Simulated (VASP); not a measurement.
Zn2Ga3Si3N8, 16 atoms in the cell. The typed cell holds 16 atoms: a = 5.120 Å, b = 6.334 Å, c = 6.357 Å, α = 120.02°, β = 89.75°, γ = 90.10°. 

```yaml
Program: VASP 6.6.1
Task: single point
Functional: PBE
Potentials_or_basis: VASP PAW PBE potentials, release 64 (N, Si, Zn, Ga_d)
Cutoff: 520 eV
k_mesh: 3 × 3 × 3
Occupations: gaussian, width 0.1 eV
Spin: no spin polarisation
Dipole_correction: no
Further_INCAR_settings: LREAL = Auto; ALGO = Normal; EDIFF = 1e-06; NBANDS = 72; ISYM = 0
```

Potentials or basis: VASP PAW PBE potentials, release 64 (N, Si, Zn, Ga_d).

Command:

```console
$ cat potpaw_PBE.64/N/POTCAR potpaw_PBE.64/Si/POTCAR potpaw_PBE.64/Zn/POTCAR potpaw_PBE.64/Ga_d/POTCAR > POTCAR
$ mpirun -np 1 vasp_std > vasp.out
```

Hardware: 1 thread of Intel(R) Xeon(R) 6975P-C (Granite Rapids), on a shared host.

Estimate the wall time of this run.

Wall time 3.8 min on 1 thread of Intel(R) Xeon(R) 6975P-C (Granite Rapids), on a shared host, peak memory 0.34 GiB. Counts: scf iterations 17, k points 14.
